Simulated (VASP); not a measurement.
# Si2W (fluorite type) (Fm-3m) in VASP: further runs

The runs below take Si2W (fluorite type) through single point, with PBE.

Program: VASP 6.6.1. These are calculated values, not measurements. Logs are shortened: lines on timing, memory, paths and dates and some standing lists are left out, and cuts for length are marked.

## Step 1: The cell of the first run

The structure is cubic, space group Fm-3m (No. 225). The conventional cell has a = 5.287 Å, b = 5.287 Å, c = 5.287 Å, α = 90.00°, β = 90.00°, γ = 90.00°. W (site symmetry m-3m) has 8 Si at 2.29 Å within 3.0 Å. Within 3.0 Å of Si (site symmetry -43m) lie 4 W at 2.29 Å and 6 Si at 2.64 Å.

## Step 2: Single point, PBE (12.31 Å³/atom)

The input, INCAR:

```
SYSTEM = Si2W
ALGO = Normal
EDIFF = 1E-6
ENCUT = 500
GGA = PE
GGA_COMPAT = .False.
ISIF = 2
ISMEAR = -1
LASPH = .True.
LCHARG = .False.
LREAL = .False.
LWAVE = .False.
NBANDS = 18
NELM = 120
PREC = Accurate
SIGMA = 0.08
```

The input, KPOINTS:

```
k-points
0
Gamma
  9 9 9
  0 0 0
```

The input, POSCAR:

```
Si2W
1.0
    0.0000000000      2.6433392465      2.6433392465
    2.6433392465      0.0000000000      2.6433392465
    2.6433392465      2.6433392465      0.0000000000
W Si
1 2
Direct
    0.0000000000      0.0000000000      0.0000000000
    0.2500000000      0.2500000000      0.2500000000
    0.7500000000      0.7500000000      0.7500000000
```

Potentials or basis: VASP PAW PBE potentials, release 64 (W_sv, Si).

Started as:

```
$ cat potpaw_PBE.64/W_sv/POTCAR potpaw_PBE.64/Si/POTCAR > POTCAR
$ mpirun -np 1 vasp_std > vasp.out
```

OUTCAR:

```text
SYSTEM = Si2W
   EDIFF = 1E-6
   ENCUT = 500
   GGA = PE
   ISIF = 2
   ISMEAR = -1
   LASPH = .True.
   LREAL = .False.
   NELM = 120
   PREC = Accurate

 ion  position               nearest neighbor table
   1  0.000  0.000  0.000-   3 2.29   3 2.29   3 2.29   2 2.29   3 2.29   2 2.29   2 2.29   2 2.29

   2  0.250  0.250  0.250-   1 2.29   1 2.29   1 2.29   1 2.29   3 2.64   3 2.64   3 2.64   3 2.64
                             3 2.64   3 2.64
   3  0.750  0.750  0.750-   1 2.29   1 2.29   1 2.29   1 2.29   2 2.64   2 2.64   2 2.64   2 2.64
                             2 2.64   2 2.64

  LATTYP: Found a face centered cubic cell.
 ALAT       =     5.2866784930

  Lattice vectors:

 A1 = (   0.0000000000,   2.6433392465,   2.6433392465)
 A2 = (   2.6433392465,   0.0000000000,   2.6433392465)
 A3 = (   2.6433392465,   2.6433392465,   0.0000000000)

Analysis of symmetry for initial positions (statically):
=====================================================================
 Subroutine PRICEL returns:
 Original cell was already a primitive cell.

 Routine SETGRP: Setting up the symmetry group for a
 face centered cubic supercell.

 Subroutine GETGRP returns: Found 48 space group operations
 (whereof 48 operations were pure point group operations)
 out of a pool of 48 trial point group operations.

The static configuration has the point symmetry O_h .

Analysis of symmetry for dynamics (positions and initial velocities):
=====================================================================
 Subroutine PRICEL returns:
 Original cell was already a primitive cell.

 Routine SETGRP: Setting up the symmetry group for a
 face centered cubic supercell.

 Subroutine GETGRP returns: Found 48 space group operations
 (whereof 48 operations were pure point group operations)
 out of a pool of 48 trial point group operations.

The dynamic configuration has the point symmetry O_h .

 Subroutine INISYM returns: Found 48 space group operations
 (whereof 48 operations are pure point group operations),
 and found     1 'primitive' translations

----------------------------------------------------------------------------------------

                                     Primitive cell

  volume of cell :      36.9393

  direct lattice vectors                    reciprocal lattice vectors
     0.000000000  2.643339247  2.643339247    -0.189154684  0.189154684  0.189154684
     2.643339247  0.000000000  2.643339247     0.189154684 -0.189154684  0.189154684
     2.643339247  2.643339247  0.000000000     0.189154684  0.189154684 -0.189154684

  length of vectors
     3.738246212  3.738246212  3.738246212     0.327625523  0.327625523  0.327625523

  position of ions in fractional coordinates (direct lattice)
     0.000000000  0.000000000  0.000000000
     0.250000000  0.250000000  0.250000000
     0.750000000  0.750000000  0.750000000

  ion indices of the primitive-cell ions
   primitive index   ion index
                 1           1
                 2           2
                 3           3

----------------------------------------------------------------------------------------

 KPOINTS: k-points

Automatic generation of k-mesh.
 Grid dimensions read from file:
 generate k-points for:    9    9    9

 Generating k-lattice:

  Cartesian coordinates                     Fractional coordinates (reciprocal lattice)
    -0.021017187  0.021017187  0.021017187     0.111111111  0.000000000  0.000000000
     0.021017187 -0.021017187  0.021017187     0.000000000  0.111111111  0.000000000
     0.021017187  0.021017187 -0.021017187     0.000000000  0.000000000  0.111111111

  Length of vectors
     0.036402836  0.036402836  0.036402836

  Shift w.r.t. Gamma in fractional coordinates (k-lattice)
     0.000000000  0.000000000  0.000000000

 Subroutine IBZKPT returns following result:
 ===========================================

 Found     35 irreducible k-points:

 Following reciprocal coordinates:
            Coordinates               Weight
  0.000000  0.000000  0.000000      1.000000
  0.111111  0.000000  0.000000      8.000000
  0.222222  0.000000  0.000000      8.000000
  0.333333  0.000000  0.000000      8.000000
  0.444444  0.000000  0.000000      8.000000
  0.111111  0.111111  0.000000      6.000000
[... 16 lines left out ...]
 -0.333333  0.333333  0.000000     12.000000
  0.444444  0.444444  0.000000      6.000000
 [... further k-points ...]
   k-points           NKPTS =     35   k-points in BZ     NKDIM =     35   number of bands    NBANDS=     18
   number of dos      NEDOS =    301   number of ions     NIONS =      3
   total plane-waves  NPLWV =  21952
   dimension x,y,z NGX =    28 NGY =   28 NGZ =   28
   dimension x,y,z NGXF=    56 NGYF=   56 NGZF=   56
   ions per type =               1   2
   NGX,Y,Z   is equivalent  to a cutoff of  12.45, 12.45, 12.45 a.u.
   NGXF,Y,Z  is equivalent  to a cutoff of  24.90, 24.90, 24.90 a.u.
 SYSTEM =  Si2W
   PREC   = accura    normal or accurate (medium, high low for compatibility)
   ISTART =      0    job   : 0-new  1-cont  2-samecut
   ICHARG =      2    charge: 1-file 2-atom 10-const
   ISPIN  =      1    spin polarized calculation?
   LNONCOLLINEAR =      F non collinear calculations
   LSORBIT =      F    spin-orbit coupling
   LASPH  =      T    aspherical Exc in radial PAW
   ENCUT  =  500.0 eV  36.75 Ry    6.06 a.u.   6.82  6.82  6.82*2*pi/ulx,y,z
   NELM   =    120;   NELMIN=  2; NELMDL= -5     # of ELM steps
   EDIFF  = 0.1E-05   stopping-criterion for ELM
   LREAL  =      F    real-space projection
   EDIFFG = 0.1E-04   stopping-criterion for IOM
   NSW    =      0    number of steps for IOM
   IBRION =     -1    ionic relax: 0-MD 1-quasi-New 2-CG
   NFREE  =      0    steps in history (QN), initial steepest desc. (CG)
   ISIF   =      2    stress and relaxation
   ISYM   =      2    0-nonsym 1-usesym 2-fastsym
   POTIM  = 0.5000    time-step for ionic-motion
   TEBEG  =    0.0;   TEEND  =   0.0 temperature during run
   PSTRESS=    0.0 pullay stress
   NELECT =      22.0000    total number of electrons
   NUPDOWN=      -1.0000    fix difference up-down
   EMIN   =  10.00;   EMAX   =-10.00  energy-range for DOS
   EFERMI =   0.00;   METHOD = LEGACY
   ISMEAR =    -1;   SIGMA  =   0.08  broadening in eV -4-tet -1-fermi 0-gaus
   EFERMI_NEDOS =   21; number of points for ismear=-14 and -15
   IALGO  =     38    algorithm
   IMIX   =      4    mixing-type and parameters
     AMIX     =   0.40;   BMIX     =  1.00
     AMIX_MAG =   1.60;   BMIX_MAG =  1.00
  volume/ion in A,a.u.               =      12.31        83.09
  Fermi-wavevector in a.u.,A,eV,Ry     =   1.377377  2.602865 25.812529  1.897167
  Thomas-Fermi vector in A             =   2.502536
   LORBIT       =      0    0 simple, 1 ext, 2 COOP (PROOUT), +10 PAW based schemes
   GGA     = PE    functional components
   LHFCALC =     F    Hartree Fock is set to
   AEXX    =    0.0000 exact exchange contribution
   IVDW    =     0    specifies the selected vdW correction
   LEPSILON=     F    determine dielectric tensor
   LRPA    =     F    only Hartree local field effects (RPA)
 non-spin polarized calculation
  energy-cutoff  :      500.00
  volume of cell :       36.94
 maximum number of plane-waves:       955
   NGX = 13   NGY = 13   NGZ = 13

 number of electron      21.9999998 magnetization

 Free energy of the ion-electron system (eV)
  ---------------------------------------------------
  ext. energy  EPLUGINS =         0.00000000
  ---------------------------------------------------
  free energy    TOTEN  =       -19.31907263 eV

  energy without entropy =      -19.28957881  energy(sigma->0) =      -19.30432572

 E-fermi :  12.9752     XC(G=0): -12.7135

 val. band max:       12.9559169661   @ k =  -0.2222   0.3333   0.1111
 cond. band min:      13.0113001564   @ k =   0.4444   0.1111   0.0000
 fundamental gap:      0.0553831903
 Fermi energy:        12.9752226751

 k-point     1 :       0.0000    0.0000    0.0000
  band No.  band energies     occupation
      1     -59.7336      2.00000
      2     -24.4218      2.00000
      3     -24.4218      2.00000
      4     -24.4218      2.00000
      5      -1.4865      2.00000
      6       6.7077      2.00000
[... 10 lines left out ...]
     17      19.2355      0.00000
     18      22.9137      0.00000

 k-point     2 :       0.1111    0.0000    0.0000
  band No.  band energies     occupation
      1     -59.7332      2.00000
      2     -24.4371      2.00000
      3     -24.4240      2.00000
      4     -24.4240      2.00000
      5      -1.2466      2.00000
      6       6.2815      2.00000
[... 10 lines left out ...]
     17      18.6204      0.00000
     18      23.0818      0.00000

 k-point     3 :       0.2222    0.0000    0.0000
  band No.  band energies     occupation
      1     -59.7321      2.00000
      2     -24.4756      2.00000
      3     -24.4297      2.00000
      4     -24.4297      2.00000
      5      -0.5654      2.00000
      6       5.4093      2.00000
[... 10 lines left out ...]
     17      18.8891      0.00000
     18      23.4203      0.00000

 k-point     4 :       0.3333    0.0000    0.0000
  band No.  band energies     occupation
      1     -59.7310      2.00000
      2     -24.5188      2.00000
      3     -24.4361      2.00000
      4     -24.4361      2.00000
      5       0.4232      2.00000
      6       4.5131      2.00000
[... 375 lines left out ...]
      4     -24.4603      2.00000
      5       3.2035      2.00000
      6       3.9008      2.00000
[... 10 lines left out ...]
     17      21.1120      0.00000
     18      23.4727      0.00000

 k-point    23 :      -0.3333    0.3333    0.0000
  band No.  band energies     occupation
      1     -59.7294      2.00000
      2     -24.5109      2.00000
      3     -24.5087      2.00000
      4     -24.4536      2.00000
      5       2.9206      2.00000
      6       4.0099      2.00000
[... 10 lines left out ...]
     17      20.6720      0.00000
     18      25.0211      0.00000

 k-point    24 :       0.4444    0.4444    0.0000
  band No.  band energies     occupation
      1     -59.7292      2.00000
      2     -24.5452      2.00000
      3     -24.4672      2.00000
      4     -24.4672      2.00000
      5       3.0480      2.00000
      6       4.0803      2.00000
[... 10 lines left out ...]
     17      22.5282      0.00000
     18      22.5284      0.00000

 [... further k-points ...]

------------------------ aborting loop because EDIFF is reached ----------------------------------------

  FORCE on cell =-STRESS in cart. coord.  units (eV):
  Direction    XX          YY          ZZ          XY          YZ          ZX
  --------------------------------------------------------------------------------------
  -------------------------------------------------------------------------------------
  Total       19.9482582     19.9482582     19.9482582      0.0000000     -0.0000000      0.0000000
  in kB      865.2206087    865.2206087    865.2206087      0.0000000     -0.0000000      0.0000000
  external PRESSURE =     865.2206087 kB  Pullay stress =       0.0000000 kB

 VOLUME and BASIS-vectors are now :
 -----------------------------------------------------------------------------
  energy-cutoff  :      500.00
  volume of cell :       36.94
      direct lattice vectors                 reciprocal lattice vectors
     0.000000000  2.643339247  2.643339247    -0.189154684  0.189154684  0.189154684
     2.643339247  0.000000000  2.643339247     0.189154684 -0.189154684  0.189154684
     2.643339247  2.643339247  0.000000000     0.189154684  0.189154684 -0.189154684

 POSITION                                       TOTAL-FORCE (eV/Angst)
 -----------------------------------------------------------------------------------
      0.00000      0.00000      0.00000         0.000000      0.000000      0.000000
      1.32167      1.32167      1.32167         0.000000      0.000000     -0.000000
      3.96501      3.96501      3.96501        -0.000000     -0.000000      0.000000
 -----------------------------------------------------------------------------------
    total drift:                               -0.000000     -0.000000      0.000000

  FREE ENERGIE OF THE ION-ELECTRON SYSTEM (eV)
  ---------------------------------------------------
  free  energy   TOTEN  =       -19.3190726286 eV

  energy  without entropy=      -19.2895788072  energy(sigma->0) =      -19.30432572
```

It took 17 s on 1 thread of AMD EPYC 7R13 (Zen 3), shared host; peak memory 0.14 GiB.

What came out:

| Item | Value |
| --- | --- |
| Free energy | -19.3191 eV |
| Pressure | 86.5 GPa |
| Band gap on the k mesh | zero (bands 11 and 12 overlap by 3.38 eV) |

Caveat: the cell stands under pressure; spin-orbit coupling is left out, which moves the levels of the heavy elements.

## Step 3: Single point, PBE (15.05 Å³/atom)

This run uses another cell than the first one, of 15.05 Å³/atom.

The input, INCAR:

```
SYSTEM = Si2W
PREC     = Accurate       ! precision mode
ENCUT    = 500            ! plane-wave cutoff, eV
EDIFF    = 1E-6           ! SCF threshold, eV
ISMEAR   = -1             ! smearing method
SIGMA    = 0.08           ! smearing width, eV
LREAL    = .False.        ! projectors in reciprocal space
LASPH    = .True.         ! aspherical terms in the spheres
NELM     = 120            ! most SCF steps
ALGO     = Normal         ! electronic algorithm
ISIF     = 2              ! what is computed and relaxed
LWAVE    = .False.        ! write WAVECAR
LCHARG   = .True.         ! write CHGCAR
GGA      = PE             ! functional
LELF     = .True.         ! ELF
LVHAR    = .True.       
NBANDS   = 18             ! bands
GGA_COMPAT= .False.
```

The input, KPOINTS:

```
Automatic mesh
0
Gamma
  9 9 9
  0 0 0
```

The input, POSCAR:

```
Si2W
1.0
    0.0000000000      2.8262004597      2.8262004597
    2.8262004597      0.0000000000      2.8262004597
    2.8262004597      2.8262004597      0.0000000000
W Si
1 2
Direct
    0.0000000000      0.0000000000      0.0000000000
    0.2500000000      0.2500000000      0.2500000000
    0.7500000000      0.7500000000      0.7500000000
```

Potentials or basis: VASP PAW PBE potentials, release 64 (W_sv, Si).

Started as:

```
$ cat potpaw_PBE.64/W_sv/POTCAR potpaw_PBE.64/Si/POTCAR > POTCAR
$ mpirun -np 1 vasp_std > vasp.out
```

It took 22 s on 1 thread of AMD EPYC 7R13 (Zen 3), shared host; peak memory 0.15 GiB.

Results (log left out):

```yaml
Free_energy: -21.8790 eV
Pressure: 22.4 GPa
Band_gap_on_the_k_mesh: zero (bands 11 and 12 overlap by 2.25 eV)
```

Levels at points of the mesh, in eV from the Fermi level:
```tsv
k point	band 7	band 8	band 9	band 10	band 11	band 12	band 13	band 14	band 15	band 16
(0.00, 0.00, 0.00)	-5.07	-5.07	-1.75	-1.28	-1.28	3.87	3.87	3.87	4.83	4.83
```

Caveat: the cell stands under pressure; spin-orbit coupling is left out, which moves the levels of the heavy elements.

The gap in the log of VASP goes by the Fermi energy; the results here count the filled bands.